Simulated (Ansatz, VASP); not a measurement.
**One calculation of Ga2GeO3, two programs**

File INCAR:

```
PREC = Accurate ; ENCUT = 600
EDIFF = 1E-6 ; ISMEAR = 0
SIGMA = 0.1 ; LREAL = F
LASPH = T ; NELM = 100
ALGO = Normal ; ISIF = 3
LWAVE = F ; LCHARG = F
GGA = PE ; IBRION = 2
NSW = 90 ; EDIFFG = -0.04
```

The input KPOINTS:

```
Automatic mesh
0
Gamma
  6 6 4
```

The input POSCAR:

```
Ga2GeO3
1.0
    3.3427805000      0.0000000000      0.0000000000
    0.0000000000      3.3427805000      0.0000000000
    0.0000000000      0.0000000000      7.3780570600
Ga Ge O
2 1 3
Direct
    0.0000000000      0.5000000000      0.7365000200
    0.5000000000      0.0000000000      0.2634999800
    0.0000000000      0.0000000000      0.0000000000
    0.5000000000      0.5000000000      0.0000000000
    0.0000000000      0.5000000000      0.3835000100
    0.5000000000      0.0000000000      0.6164999900
```

Input for Ansatz:

```yaml
crystal:
  lattice:
    - [3.3427805, 0.0, 0.0]
    - [0.0, 3.3427805, 0.0]
    - [0.0, 0.0, 7.37805706]
  atoms:
    - { symbol: Ga, position: [0.0, 0.5, 0.73650002] }
    - { symbol: Ga, position: [0.5, 0.0, 0.26349998] }
    - { symbol: Ge, position: [0.0, 0.0, 0.0] }
    - { symbol: O, position: [0.5, 0.5, 0.0] }
    - { symbol: O, position: [0.0, 0.5, 0.38350001] }
    - { symbol: O, position: [0.5, 0.0, 0.61649999] }
basis:
  ecutwfc: 420
kpoints:
  mp_grid: { grid: [6, 6, 4] }
hamiltonian:
  xc: pbe
scf:
  occupations: { method: gaussian, width: 0.1 }
  lower_state_search: "off"
output:
  forces: true
  stress: true
  eigenvalues: true
relax:
  adjacent_minimum: "off"
  f_tol: 0.04
  max_steps: 70
  cell: { stress_tol: 0.4 }
```

Change from the starting cell: species swapped into the Zr2CuSb3 type (P-4m2, No. 115).

Alike in both runs: task relaxation of cell and atoms; functional PBE; k mesh 6 × 6 × 4; occupations gaussian, width 0.1 eV; no spin polarisation.

|  | VASP | Ansatz |
| --- | --- | --- |
| version | VASP 6.6.1 | Ansatz 0.2.0 |
| potentials or method | VASP PAW PBE potentials, release 64 (Ga_d, Ge_d, O), cutoff 600 eV | scalar-relativistic, plane waves, PAW |
| valence electrons in the cell | 58 | 58 |

Ansatz gave:

```
gap on the k mesh at the Fermi level, each at its own relaxed structure (eV) : none
relaxed volume (Å³/atom)                                                     : 12.14
relaxed cell length with the largest relative difference (Å)                 : 7.704
```

Q: Which values does VASP return?

A: gap on the k mesh at the Fermi level, each at its own relaxed structure (eV): none; relaxed volume (Å³/atom): 12.15; relaxed cell length with the largest relative difference (Å): 7.689.

A gap of «none» marks a metal or a gap that the smearing closes.
